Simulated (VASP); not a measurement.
# Al (Im-3m) in VASP: further runs

Al is run at these levels: PBEsol; tasks: single point.

Everything below comes from runs of VASP 6.6.1. Logs are shortened: lines on timing, memory, paths and dates and some standing lists are left out, and cuts for length are marked.

## (1) The cell of the first run

The structure is cubic, space group Im-3m (No. 229). The conventional cell has a = 3.139 Å, b = 3.139 Å, c = 3.139 Å, α = 90.00°, β = 90.00°, γ = 90.00°. Al (site symmetry m-3m) has 14 Al at 2.72 to 3.14 Å within 3.6 Å.

## (2) Single point, PBEsol (volume scaled by 0.96)

INCAR

```
ALGO = Normal
EDIFF = 1E-6
ENCUT = 520
GGA = PS
ISIF = 2
ISMEAR = -1
LASPH = T
LCHARG = F
LREAL = F
LWAVE = F
NBANDS = 8
NELM = 80
PREC = Accurate
SIGMA = 0.05
```

KPOINTS

```
k-points
0
Gamma
  12 12 12
```

POSCAR

```
Al
1.0
   -1.5697130985      1.5697130985      1.5697130985
    1.5697130985     -1.5697130985      1.5697130985
    1.5697130985      1.5697130985     -1.5697130985
Al
1
Direct
    0.0000000000      0.0000000000      0.0000000000
```

Potentials or basis: VASP PAW PBE potentials, release 64 (Al).

Started as:

```console
$ cat potpaw_PBE.64/Al/POTCAR > POTCAR
$ mpirun -np 1 vasp_std > vasp.out
```

OUTCAR:

```text
EDIFF = 1E-6
   ENCUT = 520
   GGA = PS
   ISIF = 2
   ISMEAR = -1
   LASPH = T
   LREAL = F
   NELM = 80
   PREC = Accurate

 ion  position               nearest neighbor table
   1  0.000  0.000  0.000-

  LATTYP: Found a body centered cubic cell.
 ALAT       =     3.1394261970

  Lattice vectors:

 A1 = (  -1.5697130985,   1.5697130985,   1.5697130985)
 A2 = (   1.5697130985,  -1.5697130985,   1.5697130985)
 A3 = (   1.5697130985,   1.5697130985,  -1.5697130985)

Analysis of symmetry for initial positions (statically):
=====================================================================
 Subroutine PRICEL returns:
 Original cell was already a primitive cell.

 Routine SETGRP: Setting up the symmetry group for a
 body centered cubic supercell.

 Subroutine GETGRP returns: Found 48 space group operations
[... 9 lines left out ...]

 Routine SETGRP: Setting up the symmetry group for a
 body centered cubic supercell.

 Subroutine GETGRP returns: Found 48 space group operations
[... 11 lines left out ...]
                                     Primitive cell

  volume of cell :      15.4711

  direct lattice vectors                    reciprocal lattice vectors
    -1.569713099  1.569713099  1.569713099     0.000000000  0.318529546  0.318529546
     1.569713099 -1.569713099  1.569713099     0.318529546  0.000000000  0.318529546
     1.569713099  1.569713099 -1.569713099     0.318529546  0.318529546  0.000000000

  length of vectors
     2.718822840  2.718822840  2.718822840     0.450468803  0.450468803  0.450468803

  position of ions in fractional coordinates (direct lattice)
     0.000000000  0.000000000  0.000000000

  ion indices of the primitive-cell ions
   primitive index   ion index
                 1           1

----------------------------------------------------------------------------------------

 KPOINTS: k-points

Automatic generation of k-mesh.
 Grid dimensions read from file:
 generate k-points for:   12   12   12

 Generating k-lattice:

  Cartesian coordinates                     Fractional coordinates (reciprocal lattice)
     0.000000000  0.026544129  0.026544129     0.083333333  0.000000000  0.000000000
     0.026544129  0.000000000  0.026544129     0.000000000  0.083333333  0.000000000
     0.026544129  0.026544129  0.000000000     0.000000000  0.000000000  0.083333333

  Length of vectors
     0.037539067  0.037539067  0.037539067

  Shift w.r.t. Gamma in fractional coordinates (k-lattice)
     0.000000000  0.000000000  0.000000000

 Subroutine IBZKPT returns following result:
 ===========================================

 Found     72 irreducible k-points:

 Following reciprocal coordinates:
            Coordinates               Weight
  0.000000  0.000000  0.000000      1.000000
  0.083333  0.000000  0.000000     12.000000
  0.166667  0.000000  0.000000     12.000000
  0.250000  0.000000  0.000000     12.000000
  0.333333  0.000000  0.000000     12.000000
  0.416667  0.000000  0.000000     12.000000
[... 16 lines left out ...]
  0.333333  0.083333  0.083333     24.000000
  0.416667  0.083333  0.083333     12.000000
 [... further k-points ...]
   k-points           NKPTS =     72   k-points in BZ     NKDIM =     72   number of bands    NBANDS=      8
   number of dos      NEDOS =    301   number of ions     NIONS =      1
   total plane-waves  NPLWV =   8000
   dimension x,y,z NGX =    20 NGY =   20 NGZ =   20
   dimension x,y,z NGXF=    40 NGYF=   40 NGZF=   40
   ions per type =               1
   NGX,Y,Z   is equivalent  to a cutoff of  12.23, 12.23, 12.23 a.u.
   NGXF,Y,Z  is equivalent  to a cutoff of  24.46, 24.46, 24.46 a.u.
 SYSTEM =  unknown system
   PREC   = accura    normal or accurate (medium, high low for compatibility)
   ISTART =      0    job   : 0-new  1-cont  2-samecut
   ICHARG =      2    charge: 1-file 2-atom 10-const
   ISPIN  =      1    spin polarized calculation?
   LNONCOLLINEAR =      F non collinear calculations
   LSORBIT =      F    spin-orbit coupling
   LASPH  =      T    aspherical Exc in radial PAW
   ENCUT  =  520.0 eV  38.22 Ry    6.18 a.u.   5.06  5.06  5.06*2*pi/ulx,y,z
   NELM   =     80;   NELMIN=  2; NELMDL= -5     # of ELM steps
   EDIFF  = 0.1E-05   stopping-criterion for ELM
   LREAL  =      F    real-space projection
   EDIFFG = 0.1E-04   stopping-criterion for IOM
   NSW    =      0    number of steps for IOM
   IBRION =     -1    ionic relax: 0-MD 1-quasi-New 2-CG
   NFREE  =      0    steps in history (QN), initial steepest desc. (CG)
   ISIF   =      2    stress and relaxation
   ISYM   =      2    0-nonsym 1-usesym 2-fastsym
   POTIM  = 0.5000    time-step for ionic-motion
   TEBEG  =    0.0;   TEEND  =   0.0 temperature during run
   PSTRESS=    0.0 pullay stress
   NELECT =       3.0000    total number of electrons
   NUPDOWN=      -1.0000    fix difference up-down
   EMIN   =  10.00;   EMAX   =-10.00  energy-range for DOS
[... 5 lines left out ...]
     AMIX     =   0.40;   BMIX     =  1.00
     AMIX_MAG =   1.60;   BMIX_MAG =  1.00
  volume/ion in A,a.u.               =      15.47       104.40
  Fermi-wavevector in a.u.,A,eV,Ry     =   0.947563  1.790635 12.216351  0.897877
  Thomas-Fermi vector in A             =   2.075669
   LORBIT       =      0    0 simple, 1 ext, 2 COOP (PROOUT), +10 PAW based schemes
   GGA     = PS    functional components
   LHFCALC =     F    Hartree Fock is set to
   AEXX    =    0.0000 exact exchange contribution
   IVDW    =     0    specifies the selected vdW correction
   LEPSILON=     F    determine dielectric tensor
   LRPA    =     F    only Hartree local field effects (RPA)
 non-spin polarized calculation
  energy-cutoff  :      520.00
  volume of cell :       15.47
 maximum number of plane-waves:       430
   NGX = 11   NGY = 11   NGZ = 11

 number of electron       3.0000000 magnetization

 Free energy of the ion-electron system (eV)
  ---------------------------------------------------
  ext. energy  EPLUGINS =         0.00000000
  ---------------------------------------------------
  free energy    TOTEN  =        -3.97058195 eV

  energy without entropy =       -3.96633762  energy(sigma->0) =       -3.96845979

 E-fermi :   8.6367     XC(G=0): -10.4981

 val. band max:        8.5247097930   @ k =   0.3333   0.0833   0.0000
 cond. band min:       8.6766204021   @ k =   0.3333   0.2500   0.0833
 fundamental gap:      0.1519106091
 Fermi energy:         8.6367288984

 k-point     1 :       0.0000    0.0000    0.0000
  band No.  band energies     occupation
      1      -2.9406      2.00000
      2      22.2775      0.00000
      3      22.2775      0.00000
      4      22.2775      0.00000
      5      24.2901      0.00000
      6      24.2901      0.00000
      7      24.2901      0.00000
      8      25.4336      0.00000

 k-point     2 :       0.0833    0.0000    0.0000
  band No.  band energies     occupation
      1      -2.7321      2.00000
      2      20.1381      0.00000
      3      21.2131      0.00000
      4      21.4865      0.00000
      5      23.3116      0.00000
      6      24.1820      0.00000
      7      24.9322      0.00000
      8      25.6800      0.00000

 k-point     3 :       0.1667    0.0000    0.0000
  band No.  band energies     occupation
      1      -2.1088      2.00000
      2      16.5980      0.00000
      3      19.8390      0.00000
      4      20.0758      0.00000
      5      21.8750      0.00000
      6      23.0542      0.00000
      7      25.8707      0.00000
      8      26.1828      0.00000

 k-point     4 :       0.2500    0.0000    0.0000
  band No.  band energies     occupation
      1      -1.0763      2.00000
      2      13.1037      0.00000
      3      18.7310      0.00000
      4      18.7958      0.00000
      5      20.6637      0.00000
      6      22.0767      0.00000
      7      26.9700      0.00000
      8      27.0618      0.00000

 k-point     5 :       0.3333    0.0000    0.0000
  band No.  band energies     occupation
      1       0.3555      2.00000
      2       9.8767      0.00000
      3      17.8349      0.00000
      4      17.9357      0.00000
      5      19.7791      0.00000
      6      21.2918      0.00000
      7      28.0332      0.00000
      8      28.5632      0.00000

 k-point     6 :       0.4167    0.0000    0.0000
  band No.  band energies     occupation
      1       2.1702      2.00000
      2       6.9775      2.00000
      3      17.2465      0.00000
      4      17.4590      0.00000
      5      19.2444      0.00000
      6      20.7852      0.00000
      7      29.2629      0.00000
      8      30.3079      0.00000

 k-point     7 :       0.5000    0.0000    0.0000
  band No.  band energies     occupation
      1       4.0777      2.00000
      2       4.7077      2.00000
      3      17.0489      0.00000
      4      17.3003      0.00000
      5      19.0657      0.00000
      6      20.6105      0.00000
      7      30.0304      0.00000
      8      31.5431      0.00000
[... 133 lines left out ...]
 k-point    20 :       0.0833    0.0833    0.0833
  band No.  band energies     occupation
      1      -1.6948      2.00000
      2      16.7337      0.00000
      3      16.7337      0.00000
      4      17.5311      0.00000
      5      25.1171      0.00000
      6      25.1171      0.00000
      7      25.7469      0.00000
      8      25.7469      0.00000

 k-point    21 :       0.1667    0.0833    0.0833
  band No.  band energies     occupation
      1      -0.6657      2.00000
      2      13.4259      0.00000
      3      15.4122      0.00000
      4      16.2116      0.00000
      5      24.5440      0.00000
      6      24.9250      0.00000
      7      27.0313      0.00000
      8      27.0767      0.00000

 k-point    22 :       0.2500    0.0833    0.0833
  band No.  band energies     occupation
      1       0.7615      2.00000
      2      10.2389      0.00000
      3      14.4536      0.00000
      4      15.3290      0.00000
      5      23.7976      0.00000
      6      24.3303      0.00000
      7      28.2779      0.00000
      8      28.7259      0.00000

 k-point    23 :       0.3333    0.0833    0.0833
  band No.  band energies     occupation
      1       2.5697      2.00000
      2       7.3599      2.00000
      3      13.8748      0.00000
      4      14.7956      0.00000
      5      23.2994      0.00000
      6      23.9203      0.00000
      7      29.5306      0.00000
      8      30.5416      0.00000

 k-point    24 :       0.4167    0.0833    0.0833
  band No.  band energies     occupation
      1       4.4613      2.00000
      2       5.1097      2.00000
      3      13.6814      0.00000
      4      14.6169      0.00000
      5      23.1280      0.00000
      6      23.7765      0.00000
      7      30.2836      0.00000
      8      31.7871      0.00000

 [... further k-points ...]
[... 5 lines left out ...]
  --------------------------------------------------------------------------------------
  -------------------------------------------------------------------------------------
  Total        0.5731377      0.5731377      0.5731377      0.0000000     -0.0000000      0.0000000
  in kB       59.3538284     59.3538284     59.3538284      0.0000000     -0.0000000      0.0000000
  external PRESSURE =      59.3538284 kB  Pullay stress =       0.0000000 kB

 VOLUME and BASIS-vectors are now :
 -----------------------------------------------------------------------------
  energy-cutoff  :      520.00
  volume of cell :       15.47
      direct lattice vectors                 reciprocal lattice vectors
    -1.569713099  1.569713099  1.569713099     0.000000000  0.318529546  0.318529546
     1.569713099 -1.569713099  1.569713099     0.318529546  0.000000000  0.318529546
     1.569713099  1.569713099 -1.569713099     0.318529546  0.318529546  0.000000000

 POSITION                                       TOTAL-FORCE (eV/Angst)
 -----------------------------------------------------------------------------------
      0.00000      0.00000      0.00000         0.000000     -0.000000      0.000000
 -----------------------------------------------------------------------------------
    total drift:                                0.000000      0.000000     -0.000000

  FREE ENERGIE OF THE ION-ELECTRON SYSTEM (eV)
  ---------------------------------------------------
  free  energy   TOTEN  =        -3.9705819531 eV

  energy  without entropy=       -3.9663376198  energy(sigma->0) =       -3.96845979
```

Wall time 2.4 s (1 thread of Intel Xeon 6975P-C (Granite Rapids), shared host); peak memory 0.12 GiB.

Results:

```yaml
Free_energy: -3.9706 eV
Pressure: 5.9 GPa
```

Caveat: the cell differs from its parent crystal (volume scaled by 0.96); the PAW data sets were made with another functional, which shifts forces and pressure a little.

## (3) Single point, PBEsol

This run uses another cell than the first one, of 16.12 Å³/atom, 1.042 times its volume.

INCAR

```
ALGO = Fast
EDIFF = 1E-6
ENCUT = 520
GGA = PS
ISIF = 2
ISMEAR = -1
LASPH = True
LCHARG = False
LREAL = False
LWAVE = False
NBANDS = 8
NELM = 100
PREC = Accurate
SIGMA = 0.05
```

KPOINTS is that of step 2.

POSCAR

```
Al
1.0
   -1.5912186900      1.5912186900      1.5912186900
    1.5912186900     -1.5912186900      1.5912186900
    1.5912186900      1.5912186900     -1.5912186900
Al
1
Direct
    0.0000000000      0.0000000000      0.0000000000
```

Potentials or basis: VASP PAW PBE potentials, release 64 (Al).

Started as:

```console
$ cat potpaw_PBE.64/Al/POTCAR > POTCAR
$ mpirun -np 1 vasp_std > vasp.out
```

It took 3.1 s on 1 thread of Intel Xeon 6975P-C (Granite Rapids), shared host; peak memory 0.11 GiB.

The run converged. Its results:

* Free energy: -3.9870 eV
* Pressure: 2.3 GPa

Levels at points of the mesh, in eV from the Fermi level:
| k point | band 1 | band 2 | band 3 | band 4 | band 5 |
| --- | --- | --- | --- | --- | --- |
| (0.00, 0.00, 0.00) | -11.27 | 13.40 | 13.40 | 13.40 | 15.05 |
| (0.50, 0.00, 0.00) | -4.39 | -3.87 | 8.33 | 8.35 | 10.15 |
| (0.50, 0.50, 0.50) | 1.92 | 1.92 | 1.92 | 2.96 | 2.96 |

Caveat: the PAW data sets were made with another functional, which shifts forces and pressure a little.
